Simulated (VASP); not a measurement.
# AgRh (P-6m2) in VASP: a series of runs

The runs below take AgRh through single point, with B3LYP, PBEsol-based global hybrid with 25 % exact exchange, LDA.

Everything below comes from runs of VASP 6.6.1. Logs are shortened: lines on timing, memory, paths and dates and some standing lists are left out, and cuts for length are marked.

## (1) The cell of the first run

The structure is hexagonal, space group P-6m2 (No. 187). The conventional cell has a = 2.774 Å, b = 2.774 Å, c = 4.887 Å, α = 90.00°, β = 90.00°, γ = 120.00°. Within 3.7 Å of Ag (site symmetry -6m2) lie 6 Ag at 2.77 Å and 6 Rh at 2.92 Å. Within 3.7 Å of Rh (site symmetry -6m2) lie 6 Rh at 2.77 Å and 6 Ag at 2.92 Å.

## (2) Single point, B3LYP

Input file POSCAR:

```
AgRh
1.0
    2.7741293491      0.0000000000      0.0000000000
   -1.3870646745      2.4024664897      0.0000000000
    0.0000000000      0.0000000000      4.8873856360
Ag Rh
1 1
Direct
    0.0000000000      0.0000000000      0.5000000000
    0.6666666667      0.3333333333      0.0000000000
```

Input file INCAR.step1:

```
  ALGO = Normal
  EDIFF = 1E-5
  ENCUT = 520
  GGA = PE
  ISIF = 2
  ISMEAR = -1
  LASPH = T
  LCHARG = F
  LREAL = F
  LWAVE = T
  NBANDS = 20
  NELM = 80
  PREC = Accurate
  SIGMA = 0.05
```

Input file INCAR.step2:

```
  AEXX = 0.2
  AGGAC = 0.81
  AGGAX = 0.72
  ALDAC = 0.19
  ALGO = Normal
  EDIFF = 1E-6
  ENCUT = 520
  GGA = B3
  ISIF = 2
  ISMEAR = -1
  ISTART = 1
  LASPH = T
  LCHARG = F
  LHFCALC = T
  LREAL = F
  LWAVE = F
  NBANDS = 20
  NELM = 80
  PREC = Accurate
  PRECFOCK = Normal
  SIGMA = 0.05
```

Input file KPOINTS:

```
k-points
0
Gamma
  6 6 3
```

Potentials or basis: VASP PAW PBE potentials, release 64 (Ag, Rh_pv).

Launch:

```
> cat potpaw_PBE.64/Ag/POTCAR potpaw_PBE.64/Rh_pv/POTCAR > POTCAR
> cp INCAR.step1 INCAR
> mpirun -np 1 vasp_std > vasp.out
> cp INCAR.step2 INCAR
> mpirun -np 1 vasp_std > vasp.out
```

OUTCAR:

```text
AEXX = 0.2
   EDIFF = 1E-6
   ENCUT = 520
   GGA = B3
   ISIF = 2
   ISMEAR = -1
   ISTART = 1
   LASPH = T
   LHFCALC = T
   LREAL = F
   NELM = 80
   PREC = Accurate
   PRECFOCK = Normal

 ion  position               nearest neighbor table
   1  0.000  0.000  0.500-   2 2.92   2 2.92   2 2.92   2 2.92   2 2.92   2 2.92
   2  0.667  0.333  0.000-   1 2.92   1 2.92   1 2.92   1 2.92   1 2.92   1 2.92

  LATTYP: Found a hexagonal cell.
 ALAT       =     2.7741293491
 C/A-ratio  =     1.7617728018

  Lattice vectors:

 A1 = (   2.7741293491,   0.0000000000,   0.0000000000)
 A2 = (  -1.3870646745,   2.4024664897,   0.0000000000)
 A3 = (   0.0000000000,   0.0000000000,   4.8873856360)

Analysis of symmetry for initial positions (statically):
=====================================================================
 Subroutine PRICEL returns:
 Original cell was already a primitive cell.

 Routine SETGRP: Setting up the symmetry group for a
 hexagonal supercell.

 Subroutine GETGRP returns: Found 12 space group operations
 (whereof 12 operations were pure point group operations)
 out of a pool of 24 trial point group operations.

The static configuration has the point symmetry D_3h.

Analysis of symmetry for dynamics (positions and initial velocities):
=====================================================================
 Subroutine PRICEL returns:
 Original cell was already a primitive cell.

 Routine SETGRP: Setting up the symmetry group for a
 hexagonal supercell.

 Subroutine GETGRP returns: Found 12 space group operations
 (whereof 12 operations were pure point group operations)
 out of a pool of 24 trial point group operations.

The dynamic configuration has the point symmetry D_3h.

 Subroutine INISYM returns: Found 12 space group operations
 (whereof 12 operations are pure point group operations),
 and found     1 'primitive' translations

----------------------------------------------------------------------------------------

                                     Primitive cell

  volume of cell :      32.5732

  direct lattice vectors                    reciprocal lattice vectors
     2.774129349  0.000000000  0.000000000     0.360473458  0.208119448  0.000000000
    -1.387064674  2.402466490  0.000000000     0.000000000  0.416238896  0.000000000
     0.000000000  0.000000000  4.887385636     0.000000000  0.000000000  0.204608368

  length of vectors
     2.774129349  2.774129349  4.887385636     0.416238896  0.416238896  0.204608368

  position of ions in fractional coordinates (direct lattice)
     0.000000000  0.000000000  0.500000000
     0.666666667  0.333333333  0.000000000

  ion indices of the primitive-cell ions
   primitive index   ion index
                 1           1
                 2           2

----------------------------------------------------------------------------------------

 KPOINTS: k-points

Automatic generation of k-mesh.
 Grid dimensions read from file:
 generate k-points for:    6    6    3

 Generating k-lattice:

  Cartesian coordinates                     Fractional coordinates (reciprocal lattice)
     0.060078910  0.034686575  0.000000000     0.166666667 -0.000000000  0.000000000
     0.000000000  0.069373149  0.000000000     0.000000000  0.166666667  0.000000000
     0.000000000  0.000000000  0.068202789     0.000000000  0.000000000  0.333333333

  Length of vectors
     0.069373149  0.069373149  0.068202789

  Shift w.r.t. Gamma in fractional coordinates (k-lattice)
     0.000000000  0.000000000  0.000000000

 Subroutine IBZKPT returns following result:
 ===========================================

 Found     14 irreducible k-points:

 Following reciprocal coordinates:
            Coordinates               Weight
  0.000000  0.000000  0.000000      1.000000
  0.166667  0.000000  0.000000      6.000000
  0.333333  0.000000  0.000000      6.000000
  0.500000  0.000000  0.000000      3.000000
  0.166667  0.166667  0.000000      6.000000
  0.333333  0.166667  0.000000     12.000000
  0.333333  0.333333  0.000000      2.000000
  0.000000  0.000000  0.333333      2.000000
  0.166667  0.000000  0.333333     12.000000
  0.333333  0.000000  0.333333     12.000000
  0.500000  0.000000  0.333333      6.000000
  0.166667  0.166667  0.333333     12.000000
  0.333333  0.166667  0.333333     24.000000
  0.333333  0.333333  0.333333      4.000000
   k-points           NKPTS =     14   k-points in BZ     NKDIM =    108   number of bands    NBANDS=     20
   number of dos      NEDOS =    301   number of ions     NIONS =      2
   total plane-waves  NPLWV =  20736
   dimension x,y,z NGX =    24 NGY =   24 NGZ =   36
   dimension x,y,z NGXF=    48 NGYF=   48 NGZF=   72
   ions per type =               1   1
   NGX,Y,Z   is equivalent  to a cutoff of  14.38, 14.38, 12.25 a.u.
   NGXF,Y,Z  is equivalent  to a cutoff of  28.77, 28.77, 24.49 a.u.
 SYSTEM =  unknown system
   PREC   = accura    normal or accurate (medium, high low for compatibility)
   ISTART =      1    job   : 0-new  1-cont  2-samecut
   ICHARG =      0    charge: 1-file 2-atom 10-const
   ISPIN  =      1    spin polarized calculation?
   LNONCOLLINEAR =      F non collinear calculations
   LSORBIT =      F    spin-orbit coupling
   LASPH  =      T    aspherical Exc in radial PAW
   ENCUT  =  520.0 eV  38.22 Ry    6.18 a.u.   5.16  5.16  9.09*2*pi/ulx,y,z
   NELM   =     80;   NELMIN=  2; NELMDL=  0     # of ELM steps
   EDIFF  = 0.1E-05   stopping-criterion for ELM
   LREAL  =      F    real-space projection
   EDIFFG = 0.1E-04   stopping-criterion for IOM
   NSW    =      0    number of steps for IOM
   IBRION =     -1    ionic relax: 0-MD 1-quasi-New 2-CG
   NFREE  =      0    steps in history (QN), initial steepest desc. (CG)
   ISIF   =      2    stress and relaxation
   ISYM   =      3    0-nonsym 1-usesym 2-fastsym
   POTIM  = 0.5000    time-step for ionic-motion
   TEBEG  =    0.0;   TEEND  =   0.0 temperature during run
   PSTRESS=    0.0 pullay stress
   NELECT =      26.0000    total number of electrons
   NUPDOWN=      -1.0000    fix difference up-down
   EMIN   =  10.00;   EMAX   =-10.00  energy-range for DOS
   EFERMI =   0.00;   METHOD = LEGACY
   ISMEAR =    -1;   SIGMA  =   0.05  broadening in eV -4-tet -1-fermi 0-gaus
   EFERMI_NEDOS =   21; number of points for ismear=-14 and -15
   IALGO  =     38    algorithm
   IMIX   =      1    mixing-type and parameters
     AMIX     =   0.40;   BMIX     =  1.00
     AMIX_MAG =   1.60;   BMIX_MAG =  1.00
  volume/ion in A,a.u.               =      16.29       109.91
  Fermi-wavevector in a.u.,A,eV,Ry     =   1.518608  2.869753 31.377358  2.306171
  Thomas-Fermi vector in A             =   2.627706
   LORBIT       =      0    0 simple, 1 ext, 2 COOP (PROOUT), +10 PAW based schemes
   GGA     = B3    functional components
   LHFCALC =     T    Hartree Fock is set to
   PRECFOCK=normal    Normal, Fast or Accurate (Low or Medium for compatibility)
   ENCUT4O =  -1.0   cutoff for four orbital integrals eV
   NKREDX  =     1    reduce k-point grid by
   NKREDY  =     1    reduce k-point grid by
   NKREDZ  =     1    reduce k-point grid by
   AEXX    =    0.2000 exact exchange contribution
   HFSCREEN=    0.0000 screening length (either q_TF or 0.3 A-1)
   HFSCREENC=   0.0000 screening length for correlation (either q_TF or 0.3 A-1)
   ENCUTFOCK=  -1.0 apply spherical cutoff to Coloumb kernel
   IVDW    =     0    specifies the selected vdW correction
   LEPSILON=     F    determine dielectric tensor
   LRPA    =     F    only Hartree local field effects (RPA)
 non-spin polarized calculation
  energy-cutoff  :      520.00
  volume of cell :       32.57
 maximum number of plane-waves:       882
 NGX is ok and might be reduce to    24
  NGX = 16; NGY = 16; NGZ = 28

 number of electron      26.0000006 magnetization

 Free energy of the ion-electron system (eV)
  ---------------------------------------------------
  ext. energy  EPLUGINS =         0.00000000
  ---------------------------------------------------
  free energy    TOTEN  =        -9.90765657 eV

  energy without entropy =       -9.90256626  energy(sigma->0) =       -9.90511141

 E-fermi :   8.2621     XC(G=0): -10.1107

 val. band max:        8.1814254514   @ k =   0.1667   0.0000   0.3333
 cond. band min:       8.6774271405   @ k =   0.1667   0.0000   0.0000
 fundamental gap:      0.4960016891
 Fermi energy:         8.2621416605

 k-point     1 :       0.0000    0.0000    0.0000
  band No.  band energies     occupation
      1     -39.7345      2.00000
      2     -39.7345      2.00000
      3     -39.5319      2.00000
      4       0.7743      2.00000
      5       1.7779      2.00000
      6       3.1084      2.00000
[... 12 lines left out ...]
     19      28.9464      0.00000
     20      31.5684      0.00000

 k-point     2 :       0.1667    0.0000    0.0000
  band No.  band energies     occupation
      1     -39.8580      2.00000
      2     -39.7659      2.00000
      3     -39.5157      2.00000
      4       1.6439      2.00000
      5       2.2320      2.00000
      6       2.9327      2.00000
[... 12 lines left out ...]
     19      28.1213      0.00000
     20      28.3488      0.00000

 k-point     3 :       0.3333    0.0000    0.0000
  band No.  band energies     occupation
      1     -40.1011      2.00000
      2     -39.8268      2.00000
      3     -39.4864      2.00000
      4       1.7003      2.00000
      5       2.6229      2.00000
      6       2.9420      2.00000
[... 12 lines left out ...]
     19      24.9154      0.00000
     20      25.9466      0.00000

 k-point     4 :       0.5000    0.0000    0.0000
  band No.  band energies     occupation
      1     -40.2204      2.00000
      2     -39.8558      2.00000
      3     -39.4721      2.00000
      4       1.4121      2.00000
      5       2.1844      2.00000
      6       2.9859      2.00000
[... 199 lines left out ...]
 k-point    13 :       0.3333    0.1667    0.3333
  band No.  band energies     occupation
      1     -40.1576      2.00000
      2     -39.9179      2.00000
      3     -39.4724      2.00000
      4       2.0504      2.00000
      5       2.2860      2.00000
      6       3.1555      2.00000
[... 12 lines left out ...]
     19      23.2346      0.00000
     20      23.9548      0.00000

 k-point    14 :       0.3333    0.3333    0.3333
  band No.  band energies     occupation
      1     -40.0748      2.00000
      2     -40.0741      2.00000
      3     -39.4652      2.00000
      4       2.6775      2.00000
      5       2.7949      2.00000
      6       3.1532      2.00000
[... 12 lines left out ...]
     19      19.2042      0.00000
     20      26.4290      0.00000

------------------------ aborting loop because EDIFF is reached ----------------------------------------

  FORCE on cell =-STRESS in cart. coord.  units (eV):
  Direction    XX          YY          ZZ          XY          YZ          ZX
  --------------------------------------------------------------------------------------
  -------------------------------------------------------------------------------------
  Total        0.0699639      0.0699639      0.0373219      0.0000000      0.0000000      0.0000000
  in kB        3.4413113      3.4413113      1.8357527      0.0000000      0.0000000      0.0000000
  external PRESSURE =       2.9061251 kB  Pullay stress =       0.0000000 kB

 VOLUME and BASIS-vectors are now :
 -----------------------------------------------------------------------------
  energy-cutoff  :      520.00
  volume of cell :       32.57
      direct lattice vectors                 reciprocal lattice vectors
     2.774129349  0.000000000  0.000000000     0.360473458  0.208119448  0.000000000
    -1.387064674  2.402466490  0.000000000     0.000000000  0.416238896  0.000000000
     0.000000000  0.000000000  4.887385636     0.000000000  0.000000000  0.204608368

 POSITION                                       TOTAL-FORCE (eV/Angst)
 -----------------------------------------------------------------------------------
      0.00000      0.00000      2.44369        -0.000000      0.000000      0.000000
      1.38706      0.80082      0.00000         0.000000     -0.000000      0.000000
 -----------------------------------------------------------------------------------
    total drift:                               -0.000000      0.000000     -0.000000

  FREE ENERGIE OF THE ION-ELECTRON SYSTEM (eV)
  ---------------------------------------------------
  free  energy   TOTEN  =        -9.9076565689 eV

  energy  without entropy=       -9.9025662592  energy(sigma->0) =       -9.90511141
```

It took 33 min on 1 thread of Intel Xeon Platinum 8259CL at 2.50GHz (Skylake/Cascade Lake), shared host; peak memory 0.17 GiB.

Results:

```
Free energy            : -9.9077 eV
Pressure               : 0.3 GPa
Band gap on the k mesh : zero (bands 13 and 14 overlap by 1.95 eV)
```

Stress tensor (GPa, compression positive):
```
0.34 0.00 0.00
0.00 0.34 0.00
0.00 0.00 0.18
```

Caveat: the k points lie up to 0.44 Å⁻¹ apart, too coarse for converged energies and pressures of a metal; the PAW data sets were made with another functional, which shifts forces and pressure a little.

## (3) Single point, PBEsol-based global hybrid with 25 % exact exchange

This run uses another cell than the first one, of 14.86 Å³/atom.

Input file POSCAR:

```
AgRh
1.0
    2.6981567741      0.0000000000      0.0000000000
   -1.3490783871      2.3366723098      0.0000000000
    0.0000000000      0.0000000000      4.7141887889
Ag Rh
1 1
Direct
    0.0000000000      0.0000000000      0.5000000000
    0.6666666667      0.3333333333      0.0000000000
```

Input file INCAR.step1:

```
ALGO = Normal ; EDIFF = 1E-5
ENCUT = 520 ; GGA = PE
ISIF = 2 ; ISMEAR = -1
LASPH = True ; LCHARG = False
LREAL = False ; LWAVE = True
NBANDS = 20 ; NELM = 100
PREC = Accurate ; SIGMA = 0.05
```

Input file INCAR.step2:

```
AEXX = 0.25 ; ALGO = Normal
EDIFF = 1E-7 ; ENCUT = 520
GGA = PS ; ISIF = 2
ISMEAR = -1 ; ISTART = 1
LASPH = True ; LCHARG = False
LHFCALC = True ; LREAL = False
LWAVE = False ; NBANDS = 20
NELM = 100 ; PREC = Accurate
PRECFOCK = Normal ; SIGMA = 0.05
```

KPOINTS is that of step 2.

Potentials or basis: VASP PAW PBE potentials, release 64 (Ag, Rh_pv).

Launch:

```
> cat potpaw_PBE.64/Ag/POTCAR potpaw_PBE.64/Rh_pv/POTCAR > POTCAR
> cp INCAR.step1 INCAR
> mpirun -np 1 vasp_std > vasp.out
> cp INCAR.step2 INCAR
> mpirun -np 1 vasp_std > vasp.out
```

Run time: 26 min. Hardware: 1 thread of Intel Xeon Platinum 8488C (Sapphire Rapids), shared host; peak memory 0.15 GiB.

Results (log left out):

| Property | Result |
| --- | --- |
| Free energy | -12.8721 eV |
| Pressure | 0.0 GPa |
| Band gap on the k mesh | zero (bands 13 and 14 overlap by 2.41 eV) |

Stress tensor (GPa, compression positive):
```
 0.06  0.00  0.00
 0.00  0.06  0.00
 0.00  0.00 -0.01
```

Levels at points of the mesh, in eV from the Fermi level:
```csv
k point,band 9,band 10,band 11,band 12,band 13,band 14,band 15,band 16,band 17,band 18
"(0.00, 0.00, 0.00)",-4.05,-4.05,-2.56,-2.56,0.84,0.84,0.88,7.58,18.84,19.43
"(0.50, 0.00, 0.00)",-3.77,-2.91,-2.23,-0.58,2.33,3.03,5.82,10.85,10.92,14.71
```

Caveat: the k points lie up to 0.45 Å⁻¹ apart, too coarse for converged energies and pressures of a metal; the PAW data sets were made with another functional, which shifts forces and pressure a little.

## (4) Single point, PBEsol-based global hybrid with 25 % exact exchange

This run uses another cell than the first one, of 16.06 Å³/atom.

Input file POSCAR:

```
AgRh
1.0
    2.7775881998      0.0000000000      0.0000000000
   -1.3887940999      2.4054619423      0.0000000000
    0.0000000000      0.0000000000      4.8086020000
Ag Rh
1 1
Direct
    0.0000000000      0.0000000000      0.5000000000
    0.6666666667      0.3333333333      0.0000000000
```

Input file INCAR.step1:

```
  ALGO = Normal
  EDIFF = 1E-5
  ENCUT = 520
  GGA = PE
  ISIF = 2
  ISMEAR = -1
  LASPH = T
  LREAL = F
  LWAVE = T
  NBANDS = 20
  NELM = 80
  PREC = Accurate
  SIGMA = 0.05
```

Input file INCAR.step2:

```
  AEXX = 0.25
  ALGO = Normal
  EDIFF = 1E-6
  ENCUT = 520
  GGA = PS
  ISIF = 2
  ISMEAR = -1
  ISTART = 1
  LASPH = T
  LCHARG = T
  LELF = T
  LHFCALC = T
  LREAL = F
  LVHAR = T
  LWAVE = F
  NBANDS = 20
  NELM = 80
  PREC = Accurate
  PRECFOCK = Normal
  SIGMA = 0.05
```

KPOINTS is that of step 3.

Launch:

```
> cat potpaw_PBE.64/Ag/POTCAR potpaw_PBE.64/Rh_pv/POTCAR > POTCAR
> cp INCAR.step1 INCAR
> mpirun -np 1 vasp_std > vasp.out
> cp INCAR.step2 INCAR
> mpirun -np 1 vasp_std > vasp.out
```

Wall time 18 min (1 thread of Intel Xeon Platinum 8488C (Sapphire Rapids), shared host); peak memory 0.16 GiB.

Results (log left out):

| Quantity | Value |
| --- | --- |
| Free energy | -12.7692 eV |
| Pressure | -12.6 GPa |
| Band gap on the k mesh | zero (bands 13 and 14 overlap by 2.19 eV) |

Stress tensor (GPa, compression positive):
```
-13.91   0.00   0.00
  0.00 -13.91   0.00
  0.00   0.00 -10.10
```

Levels at points of the mesh, in eV from the Fermi level:
```csv
k point,band 11,band 12,band 13,band 14,band 15,band 16
"(0.00, 0.00, 0.00)",-2.28,-2.28,0.79,0.79,1.18,7.12
"(0.50, 0.00, 0.00)",-2.00,-0.57,2.11,2.86,5.48,10.31
```

Caveat: the k points lie up to 0.44 Å⁻¹ apart, too coarse for converged energies and pressures of a metal; the PAW data sets were made with another functional, which shifts forces and pressure a little.

(Part 1 of 2 ends here.)
